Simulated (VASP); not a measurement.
Wanted: the native input for a VASP 6.6.1 run.

| Property | Result |
| --- | --- |
| Task | single point |
| Functional | PBEsol |
| Potentials or basis | VASP PAW PBE potentials, release 64 (Sn_d, Te) |
| Cutoff | 520 eV |
| k mesh | 10 × 10 × 10 |
| Occupations | gaussian, width 0.03 eV |
| Spin | no spin polarisation |
| Dipole correction | no |
| Further INCAR settings | ALGO = Normal; EDIFF = 1e-06; NBANDS = 17 |

The structure of SnTe lies in POSCAR:

```
SnTe
1.0
    0.0000000000      3.1997450998      3.0717552958
    3.1997450998      0.0000000000      3.0717552958
    3.1997450998      3.1997450998      0.0000000000
Sn Te
1 1
Direct
    0.0000000000      0.0000000000      0.0000000000
    0.5000000000      0.5000000000      0.5000000000
```

This cell differs from its parent crystal: ratio of the length along z to the lengths across it x 0.96, volume and fractional coordinates fixed.

These files were run (other wordings do the same):

INCAR

```
  ALGO = Normal
  EDIFF = 1E-6
  ENCUT = 520
  GGA = PS
  ISIF = 2
  ISMEAR = 0
  LASPH = T
  LCHARG = T
  LELF = T
  LREAL = F
  LVHAR = T
  LWAVE = F
  NBANDS = 17
  NELM = 100
  PREC = Accurate
  SIGMA = 0.03
```

KPOINTS

```
k-points
0
Gamma
  10 10 10
```

Potentials or basis: VASP PAW PBE potentials, release 64 (Sn_d, Te).

The run is started by

```sh
$ cat potpaw_PBE.64/Sn_d/POTCAR potpaw_PBE.64/Te/POTCAR > POTCAR
$ mpirun -np 1 vasp_std > vasp.out
```

Results of the run:

The pressure is -0.3 GPa and the band gap on the k mesh is 0.21 eV.

Caveat: the stress differs along the axes, from -2 to 3 GPa; semilocal functionals underestimate gaps, and a narrow one can read as zero; the PAW data sets were made with another functional, which shifts forces and pressure a little; spin-orbit coupling is left out, which moves the levels of the heavy elements.

It took 88 s on 1 thread of Intel(R) Xeon(R) Platinum 8488C (Sapphire Rapids), on a shared host, peak memory 0.27 GiB.
